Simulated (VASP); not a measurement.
Runs of VASP 6.6.1 on Ca. The structure is that of space group P6_3/mmc (No. 194), or close to it. The cells are those of the table. This isn't the form of Ca at room conditions, which is fcc.

```tsv
cell	gap on the mesh (eV)	pressure (GPa)
a = 3.775, b = 3.775, c = 6.211 Å, angles 90.0, 90.0, 120.0°, 2 atoms	none	(a)
a = 3.929, b = 3.929, c = 6.465 Å, angles 90.0, 90.0, 120.0°, 2 atoms	none	-1.0
a = 3.687, b = 3.687, c = 6.096 Å, angles 90.0, 90.0, 120.0°, 2 atoms	none	(b)
a = 3.731, b = 3.731, c = 6.155 Å, angles 90.0, 90.0, 120.0°, 2 atoms	none	2.0
a = 3.815, b = 3.815, c = 6.276 Å, angles 90.0, 90.0, 120.0°, 2 atoms	none	0.6
a = 3.980, b = 3.980, c = 6.520 Å, angles 90.0, 90.0, 120.0°, 2 atoms	none	(c)
a = 3.978, b = 3.978, c = 6.545 Å, angles 90.0, 90.0, 120.0°, 2 atoms	none	-1.5
a = 3.892, b = 3.892, c = 6.403 Å, angles 90.0, 90.0, 120.0°, 2 atoms	none	-0.5
```

Alike in all rows: task single point; level PBEsol; potentials or basis VASP PAW PBE potentials, release 64 (Ca_sv); no spin polarisation; k mesh 12 × 12 × 8; cutoff (eV) 520; smearing gaussian 0.1 eV.

Question: Estimate the missing entries.

Answer: (a) 1.2; (b) 2.8; (c) -1.4.

Caveats: the PAW data sets were made with another functional, which shifts forces and pressure a little.

A gap of «none» marks levels without a gap at the run's occupations.
